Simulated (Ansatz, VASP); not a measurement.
# One calculation of WS2, two programs

```
CELL_PARAMETERS angstrom
3.15410 0.00000 0.00000
-1.57705 2.73153 0.00000
0.00000 0.00000 12.14055
ATOMIC_POSITIONS crystal
W 0.33333 0.66667 0.25000
W 0.66667 0.33333 0.75000
S 0.33333 0.66667 0.62029
S 0.66667 0.33333 0.12029
S 0.33333 0.66667 0.87971
S 0.66667 0.33333 0.37971
```

Alike in both runs: functional PBE; dispersion D3(BJ); k mesh 12 × 12 × 4; occupations gaussian, width 0.02 eV; no spin polarisation.

Ansatz relaxed the structure, and its values are those at the end. VASP's run is a single point on that final structure, the one shown.

|  | VASP | Ansatz |
| --- | --- | --- |
| version | VASP 6.6.1 | Ansatz 0.2.0 |
| potentials or method | VASP PAW PBE potentials, release 64 (W_sv, S), cutoff 520 eV | scalar-relativistic, plane waves, PAW |
| valence electrons in the cell | 52 | 52 |

|  | VASP | Ansatz | Ansatz less VASP |
| --- | --- | --- | --- |
| gap on the k mesh at the Fermi level (eV) | 0.91 | 0.89 | -0.017 |
| least direct gap on the mesh (eV) | 1.83 | 1.83 | -0.003 |
| pressure (GPa) | 0.0 | 0.0 | +0.03 |

Neither program's run includes spin-orbit coupling.
